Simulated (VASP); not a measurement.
Wanted: the native input for a VASP 6.6.1 run.

* Task: single point
* Functional: PBE
* Potentials or basis: VASP PAW PBE potentials, release 64 (Ge_d)
* Cutoff: 520 eV
* k mesh: 11 × 11 × 11
* Occupations: gaussian, width 0.025 eV
* Spin: no spin polarisation
* Dipole correction: no
* Further INCAR settings: ALGO = Normal; EDIFF = 1e-07; NBANDS = 21

The structure of Ge lies in POSCAR:

```
Ge
1.0
   -2.5744897190      2.5744897190      1.3974126432
    2.5744897190     -2.5744897190      1.3974126432
    2.5744897190      2.5744897190     -1.3974126432
Ge
2
Direct
    0.5000000000      0.5000000000      0.0000000000
    0.2500000000      0.7500000000      0.5000000000
```

These files were run (other wordings do the same):

INCAR

```
ALGO = Normal ; EDIFF = 1E-7
ENCUT = 520 ; GGA = PE
ISIF = 2 ; ISMEAR = 0
LASPH = T ; LCHARG = F
LREAL = F ; LWAVE = F
NBANDS = 21 ; NELM = 80
PREC = Accurate ; SIGMA = 0.025
```

KPOINTS

```
k-points
0
Gamma
  11 11 11
```

Potentials or basis: VASP PAW PBE potentials, release 64 (Ge_d).

The run is started by

```console
$ cat potpaw_PBE.64/Ge_d/POTCAR > POTCAR
$ mpirun -np 1 vasp_std > vasp.out
```

It gave:

- Pressure: 3.2 GPa
- Band gap on the k mesh: zero (bands 14 and 15 overlap by 4.71 eV)

Caveat: the cell stands under pressure.

Run time: 2.6 min on 1 thread of Intel Xeon 8259CL (shared host), peak memory 0.22 GiB.
